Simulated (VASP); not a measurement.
# Si (P1) in VASP: single point with PBE

Aim: the single point of Si with PBE.

All numbers are computed with VASP 6.6.1; they aren't measurements. Logs are shortened: lines on timing, memory, paths and dates and some standing lists are left out, and cuts for length are marked.

### 1 The cell of the first run

The typed cell holds 8 atoms: a = 5.431 Å, b = 5.431 Å, c = 5.431 Å, α = 90.00°, β = 90.00°, γ = 90.00°.

### 2 Single point, PBE

Contents of INCAR:

```
  PREC = Accurate
  ENCUT = 500
  EDIFF = 1E-6
  ISMEAR = 0
  SIGMA = 0.01
  LREAL = F
  LASPH = T
  NELM = 120
  ALGO = Normal
  ISIF = 2
  LWAVE = F
  LCHARG = T
  GGA = PE
  LELF = T
  LVHAR = T
  NBANDS = 26
  GGA_COMPAT = F
```

Contents of KPOINTS:

```
regular mesh
0
Gamma
  1 1 1
```

Contents of POSCAR:

```
Si
1.0
    5.4310000000      0.0000000000      0.0000000000
    0.0000000000      5.4310000000      0.0000000000
    0.0000000000      0.0000000000      5.4310000000
Si
8
Direct
    0.0098590000      0.0000460000     -0.0001320000
    0.0000850000      0.4900430000      0.4999540000
    0.5000470000      0.0000270000      0.5148170000
    0.5000120000      0.5000480000      0.0000080000
    0.2501520000      0.2600940000      0.2499510000
    0.2498910000      0.7498510000      0.7401240000
    0.7600760000      0.2500440000      0.7499770000
    0.7500000000      0.7498890000      0.2500120000
```

Potentials or basis: VASP PAW PBE potentials, release 64 (Si).

Run with:

```console
cat potpaw_PBE.64/Si/POTCAR > POTCAR
mpirun -np 1 vasp_gam > vasp.out
```

OUTCAR:

```text
PREC = Accurate
   ENCUT = 500
   EDIFF = 1E-6
   ISMEAR = 0
   LREAL = F
   LASPH = T
   NELM = 120
   ISIF = 2
   GGA = PE

 ion  position               nearest neighbor table
   1  0.010  0.000  1.000-   7 2.35   6 2.35   5 2.35   8 2.38
   2  0.000  0.490  0.500-   7 2.29   5 2.29   6 2.35   8 2.38
   3  0.500  0.000  0.515-   6 2.28   7 2.34   8 2.40   5 2.43
   4  0.500  0.500  0.000-   5 2.32   8 2.35   6 2.38   7 2.38
   5  0.250  0.260  0.250-   2 2.29   4 2.32   1 2.35   3 2.43
   6  0.250  0.750  0.740-   3 2.28   2 2.35   1 2.35   4 2.38
   7  0.760  0.250  0.750-   2 2.29   3 2.34   1 2.35   4 2.38
   8  0.750  0.750  0.250-   4 2.35   2 2.38   1 2.38   3 2.40

  LATTYP: Found a simple cubic cell.
 ALAT       =     5.4310000000

  Lattice vectors:

 A1 = (   5.4310000000,   0.0000000000,   0.0000000000)
 A2 = (   0.0000000000,   5.4310000000,   0.0000000000)
 A3 = (   0.0000000000,   0.0000000000,   5.4310000000)

Analysis of symmetry for initial positions (statically):
=====================================================================
 Subroutine PRICEL returns:
 Original cell was already a primitive cell.

 Routine SETGRP: Setting up the symmetry group for a
 simple cubic supercell.

 Subroutine GETGRP returns: Found  1 space group operations
 (whereof  1 operations were pure point group operations)
 out of a pool of 48 trial point group operations.

The static configuration has the point symmetry C_1 .

Analysis of symmetry for dynamics (positions and initial velocities):
=====================================================================
 Subroutine PRICEL returns:
 Original cell was already a primitive cell.

 Routine SETGRP: Setting up the symmetry group for a
 simple cubic supercell.

 Subroutine GETGRP returns: Found  1 space group operations
 (whereof  1 operations were pure point group operations)
 out of a pool of 48 trial point group operations.

The dynamic configuration has the point symmetry C_1 .

 Subroutine INISYM returns: Found  1 space group operations
 (whereof  1 operations are pure point group operations),
 and found     1 'primitive' translations

----------------------------------------------------------------------------------------

                                     Primitive cell

  volume of cell :     160.1915

  direct lattice vectors                    reciprocal lattice vectors
     5.431000000  0.000000000  0.000000000     0.184128153  0.000000000  0.000000000
     0.000000000  5.431000000  0.000000000     0.000000000  0.184128153  0.000000000
     0.000000000  0.000000000  5.431000000     0.000000000  0.000000000  0.184128153

  length of vectors
     5.431000000  5.431000000  5.431000000     0.184128153  0.184128153  0.184128153

  position of ions in fractional coordinates (direct lattice)
     0.009859000  0.000046000  0.999868000
     0.000085000  0.490043000  0.499954000
     0.500047000  0.000027000  0.514817000
     0.500012000  0.500048000  0.000008000
     0.250152000  0.260094000  0.249951000
     0.249891000  0.749851000  0.740124000
     0.760076000  0.250044000  0.749977000
     0.750000000  0.749889000  0.250012000

  ion indices of the primitive-cell ions
   primitive index   ion index
                 1           1
                 2           2
                 3           3
                 4           4
                 5           5
                 6           6
                 7           7
                 8           8

----------------------------------------------------------------------------------------

 KPOINTS: regular mesh

Automatic generation of k-mesh.
 Grid dimensions read from file:
 generate k-points for:    1    1    1

 Generating k-lattice:

  Cartesian coordinates                     Fractional coordinates (reciprocal lattice)
     0.184128153  0.000000000  0.000000000     1.000000000  0.000000000  0.000000000
     0.000000000  0.184128153  0.000000000     0.000000000  1.000000000  0.000000000
     0.000000000  0.000000000  0.184128153     0.000000000  0.000000000  1.000000000

  Length of vectors
     0.184128153  0.184128153  0.184128153

  Shift w.r.t. Gamma in fractional coordinates (k-lattice)
     0.000000000  0.000000000  0.000000000

 Subroutine IBZKPT returns following result:
 ===========================================

 Found      1 irreducible k-points:

 Following reciprocal coordinates:
            Coordinates               Weight
  0.000000  0.000000  0.000000      1.000000
   k-points           NKPTS =      1   k-points in BZ     NKDIM =      1   number of bands    NBANDS=     26
   number of dos      NEDOS =    301   number of ions     NIONS =      8
   total plane-waves  NPLWV =  64000
   dimension x,y,z NGX =    40 NGY =   40 NGZ =   40
   dimension x,y,z NGXF=    80 NGYF=   80 NGZF=   80
   ions per type =               8
   NGX,Y,Z   is equivalent  to a cutoff of  12.24, 12.24, 12.24 a.u.
   NGXF,Y,Z  is equivalent  to a cutoff of  24.49, 24.49, 24.49 a.u.
 SYSTEM =  unknown system
   PREC   = accura    normal or accurate (medium, high low for compatibility)
   ISTART =      0    job   : 0-new  1-cont  2-samecut
   ICHARG =      2    charge: 1-file 2-atom 10-const
   ISPIN  =      1    spin polarized calculation?
   LNONCOLLINEAR =      F non collinear calculations
   LSORBIT =      F    spin-orbit coupling
   LASPH  =      T    aspherical Exc in radial PAW
   ENCUT  =  500.0 eV  36.75 Ry    6.06 a.u.   9.90  9.90  9.90*2*pi/ulx,y,z
   NELM   =    120;   NELMIN=  2; NELMDL= -5     # of ELM steps
   EDIFF  = 0.1E-05   stopping-criterion for ELM
   LREAL  =      F    real-space projection
   EDIFFG = 0.1E-04   stopping-criterion for IOM
   NSW    =      0    number of steps for IOM
   IBRION =     -1    ionic relax: 0-MD 1-quasi-New 2-CG
   NFREE  =      0    steps in history (QN), initial steepest desc. (CG)
   ISIF   =      2    stress and relaxation
   ISYM   =      2    0-nonsym 1-usesym 2-fastsym
   POTIM  = 0.5000    time-step for ionic-motion
   TEBEG  =    0.0;   TEEND  =   0.0 temperature during run
   PSTRESS=    0.0 pullay stress
   NELECT =      32.0000    total number of electrons
   NUPDOWN=      -1.0000    fix difference up-down
   EMIN   =  10.00;   EMAX   =-10.00  energy-range for DOS
   EFERMI =   0.00;   METHOD = LEGACY
   ISMEAR =     0;   SIGMA  =   0.01  broadening in eV -4-tet -1-fermi 0-gaus
   EFERMI_NEDOS =   21; number of points for ismear=-14 and -15
   IALGO  =     38    algorithm
   IMIX   =      4    mixing-type and parameters
     AMIX     =   0.40;   BMIX     =  1.00
     AMIX_MAG =   1.60;   BMIX_MAG =  1.00
  volume/ion in A,a.u.               =      20.02       135.13
  Fermi-wavevector in a.u.,A,eV,Ry     =   0.956999  1.808467 12.460868  0.915848
  Thomas-Fermi vector in A             =   2.085978
   LORBIT       =      0    0 simple, 1 ext, 2 COOP (PROOUT), +10 PAW based schemes
   GGA     = PE    functional components
   LHFCALC =     F    Hartree Fock is set to
   AEXX    =    0.0000 exact exchange contribution
   IVDW    =     0    specifies the selected vdW correction
   LEPSILON=     F    determine dielectric tensor
   LRPA    =     F    only Hartree local field effects (RPA)
 non-spin polarized calculation
 Gauss-broadening in eV      SIGMA  =   0.01
  energy-cutoff  :      500.00
  volume of cell :      160.19
 maximum number of plane-waves:      2034
 NGX is ok and might be reduce to    40
   NGX = 19   NGY = 19   NGZ = 19

 number of electron      32.0000003 magnetization

 Free energy of the ion-electron system (eV)
  ---------------------------------------------------
  ext. energy  EPLUGINS =         0.00000000
  ---------------------------------------------------
  free energy    TOTEN  =       -33.06811542 eV

  energy without entropy =      -33.06811542  energy(sigma->0) =      -33.06811542

 E-fermi :   6.4019     XC(G=0):  -9.1984

 val. band max:        6.3186472551   @ k =   0.0000   0.0000   0.0000
 cond. band min:       6.5882063463   @ k =   0.0000   0.0000   0.0000
 fundamental gap:      0.2695590912
 Fermi energy:         6.4018785339

 k-point     1 :       0.0000    0.0000    0.0000
  band No.  band energies     occupation
      1      -5.8857      2.00000
      2      -1.9227      2.00000
      3      -1.8388      2.00000
      4      -1.7400      2.00000
      5      -1.6758      2.00000
      6      -1.5930      2.00000
      7      -1.5276      2.00000
      8       3.1333      2.00000
      9       3.1465      2.00000
     10       3.2032      2.00000
     11       3.2458      2.00000
     12       3.2585      2.00000
     13       3.3123      2.00000
     14       5.9332      2.00000
     15       6.1453      2.00000
     16       6.3186      2.00000
     17       6.5882      0.00000
     18       6.6646      0.00000
     19       6.7209      0.00000
     20       6.7546      0.00000
     21       6.8323      0.00000
     22       6.8873      0.00000
     23       8.4647      0.00000
     24       8.5821      0.00000
     25       8.7045      0.00000
     26       9.5227      0.00000

------------------------ aborting loop because EDIFF is reached ----------------------------------------

  FORCE on cell =-STRESS in cart. coord.  units (eV):
  Direction    XX          YY          ZZ          XY          YZ          ZX
  --------------------------------------------------------------------------------------
  -------------------------------------------------------------------------------------
  Total       10.9234856     10.6068310     10.8124671      1.4514254     -0.0649438     -1.0456652
  in kB      109.2527589    106.0856946    108.1423925     14.5166326     -0.6495446    -10.4583663
  external PRESSURE =     107.8269487 kB  Pullay stress =       0.0000000 kB

 VOLUME and BASIS-vectors are now :
 -----------------------------------------------------------------------------
  energy-cutoff  :      500.00
  volume of cell :      160.19
      direct lattice vectors                 reciprocal lattice vectors
     5.431000000  0.000000000  0.000000000     0.184128153  0.000000000  0.000000000
     0.000000000  5.431000000  0.000000000     0.000000000  0.184128153  0.000000000
     0.000000000  0.000000000  5.431000000     0.000000000  0.000000000  0.184128153

 POSITION                                       TOTAL-FORCE (eV/Angst)
 -----------------------------------------------------------------------------------
      0.05354      0.00025      5.43028         0.171604     -0.083496      0.026500
      0.00046      2.66142      2.71525        -0.325757      0.850790     -0.583762
      2.71576      0.00015      2.79597         0.308039      0.724491     -0.858953
      2.71557      2.71576      0.00004         0.213532      0.354820     -0.740492
      1.35858      1.41257      1.35748         0.490233     -0.784790      0.370379
      1.35716      4.07244      4.01961        -0.425636     -0.907173      0.532028
      4.12797      1.35799      4.07313        -0.235955     -0.310832      0.931866
      4.07325      4.07265      1.35782        -0.196060      0.156189      0.322433
 -----------------------------------------------------------------------------------
    total drift:                                0.000040      0.000002     -0.000020

  FREE ENERGIE OF THE ION-ELECTRON SYSTEM (eV)
  ---------------------------------------------------
  free  energy   TOTEN  =       -33.0681154236 eV

  energy  without entropy=      -33.0681154236  energy(sigma->0) =      -33.06811542
```

Wall time 11 s (1 thread of AMD EPYC 9R45 (Zen 5), shared host); peak memory 0.18 GiB.

Results:

- Free energy: -33.0681 eV
- Pressure: 10.8 GPa
- Largest force: 1.165 eV/Å
- Band gap on the k mesh: 0.27 eV

Forces in eV/Å, atoms in the order of the input:
```
Si   0.172 -0.083  0.026
Si  -0.326  0.851 -0.584
Si   0.308  0.724 -0.859
Si   0.214  0.355 -0.740
Si   0.490 -0.785  0.370
Si  -0.426 -0.907  0.532
Si  -0.236 -0.311  0.932
Si  -0.196  0.156  0.322
```

Caveat: the k points lie up to 1.16 Å⁻¹ apart; forces of over 1 eV/Å act on the atoms, so gaps and moduli don't describe the material at rest. A k mesh can miss the band edges.
